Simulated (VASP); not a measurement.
Wanted: the native input for a VASP 6.6.1 run.

- Task: relaxation of cell and atoms
- Functional: LDA
- Potentials or basis: VASP PAW LDA potentials, release 64 (Sc_sv)
- Cutoff: 600 eV
- k mesh: 10 × 10 × 10
- Occupations: fermi-dirac, width 0.05 eV
- Spin: no spin polarisation
- Dipole correction: no
- Further INCAR settings: ALGO = Normal; EDIFF = 1e-07; IBRION = 2; EDIFFG = -0.01; NSW = 60; ISIF = 3

The structure of Sc lies in POSCAR:

```
Sc
1.0
    0.0000000000      2.2600000000      2.2600000000
    2.2600000000      0.0000000000      2.2600000000
    2.2600000000      2.2600000000      0.0000000000
Sc
1
Direct
    0.0000000000      0.0000000000      0.0000000000
```

The input as run:

INCAR

```
PREC     = Accurate       # precision mode
ENCUT    = 600            # plane-wave cutoff, eV
EDIFF    = 1E-7           # SCF threshold, eV
ISMEAR   = -1             # smearing method
SIGMA    = 0.05           # smearing width, eV
LREAL    = F              # projectors in reciprocal space
LASPH    = T              # aspherical terms in the spheres
NELM     = 60             # most SCF steps
ALGO     = Normal         # electronic algorithm
ISIF     = 3              # what is computed and relaxed
LWAVE    = F              # write WAVECAR
LCHARG   = F              # write CHGCAR
IBRION   = 2              # ionic algorithm
NSW      = 60             # ionic steps
EDIFFG   = -0.01          # ionic threshold
```

KPOINTS

```
Automatic mesh
0
Gamma
  10 10 10
```

Potentials or basis: VASP PAW LDA potentials, release 64 (Sc_sv).

Launch:

```sh
$ cat potpaw_LDA.64/Sc_sv/POTCAR > POTCAR
$ mpirun -np 1 vasp_std > vasp.out
```

Results of the run:

The relaxed volume is 22.44 Å³/atom, the relaxed cell is a = 3.166 Å, b = 3.166 Å, c = 3.166 Å, α = 60.00°, β = 60.00°, γ = 60.00° and the space group after relaxing (to 0.05 Å) is Fm-3m (No. 225). The energy gained by relaxing is 3.2 meV/atom. The ionic steps are 3 and the pressure after relaxing is 0.0 GPa.

It took 40 s on 1 thread of Intel(R) Xeon(R) Platinum 8259CL CPU @ 2.50GHz (Skylake/Cascade Lake) (shared host), peak memory 0.14 GiB.
